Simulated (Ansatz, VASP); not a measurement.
## One calculation of Sc4Ta, two programs

The input INCAR:

```
ALGO = Normal ; EDIFF = 1E-6
EDIFFG = -0.04 ; ENCUT = 600
GGA = PE ; IBRION = 2
ISIF = 3 ; ISMEAR = 0
LASPH = T ; LCHARG = F
LREAL = F ; LWAVE = F
NELM = 60 ; NSW = 90
PREC = Accurate ; SIGMA = 0.1
```

File KPOINTS:

```
k-points
0
Gamma
  4 4 4
```

POSCAR

```
Sc4Ta
1.0
   -2.8492312000      2.8492312000      2.8492312000
    2.8492312000     -2.8492312000      2.8492312000
    2.8492312000      2.8492312000     -2.8492312000
Sc Ta
4 1
Direct
    0.0000000000      0.0000000000      0.5000000000
    0.0000000000      0.5000000000      0.0000000000
    0.5000000000      0.0000000000      0.0000000000
    0.5000000000      0.5000000000      0.5000000000
    0.0000000000      0.0000000000      0.0000000000
```

Input for Ansatz:

```yaml
crystal:
  lattice:
    - [-2.8492312, 2.8492312, 2.8492312]
    - [2.8492312, -2.8492312, 2.8492312]
    - [2.8492312, 2.8492312, -2.8492312]
  atoms:
    - { symbol: Sc, position: [0.0, 0.0, 0.5] }
    - { symbol: Sc, position: [0.0, 0.5, 0.0] }
    - { symbol: Sc, position: [0.5, 0.0, 0.0] }
    - { symbol: Sc, position: [0.5, 0.5, 0.5] }
    - { symbol: Ta, position: [0.0, 0.0, 0.0] }
basis:
  ecutwfc: 420
kpoints:
  mp_grid: { grid: [4, 4, 4] }
hamiltonian:
  xc: pbe
scf:
  occupations: { method: gaussian, width: 0.1 }
  lower_state_search: "off"
output:
  forces: true
  stress: true
  eigenvalues: true
relax:
  adjacent_minimum: "off"
  f_tol: 0.04
  max_steps: 70
  cell: { stress_tol: 0.4 }
```

Change from the starting cell: species swapped into the CrGa4 type (Im-3m, No. 229).

Alike in both runs: task relaxation of cell and atoms; functional PBE; k mesh 4 × 4 × 4; occupations gaussian, width 0.1 eV; no spin polarisation.

|  | VASP | Ansatz |
| --- | --- | --- |
| version | VASP 6.6.1 | Ansatz 0.2.0 |
| potentials or method | VASP PAW PBE potentials, release 64 (Sc_sv, Ta_pv), cutoff 600 eV | scalar-relativistic, plane waves, PAW |
| valence electrons in the cell | 55 | 57 |

VASP gave:

```
gap on the k mesh at the Fermi level, each at its own relaxed structure (eV) : none
relaxed volume (Å³/atom)                                                     : 27.62
relaxed cell length with the largest relative difference (Å)                 : 5.640
```

Estimate Ansatz's values.

gap on the k mesh at the Fermi level, each at its own relaxed structure (eV): none; relaxed volume (Å³/atom): 27.55; relaxed cell length with the largest relative difference (Å): 5.635.

A gap of «none» marks a metal or a gap that the smearing closes. VASP's potentials hold 55 valence electrons a cell and Ansatz's 57, so a difference there can come from the potentials and not from the codes.

The k mesh is coarse, so the values compare programs but aren't converged. Neither program's run includes spin-orbit coupling. Noted on VASP's run: the volume moved by over 15 % at a fixed basis, so the end points are rough.
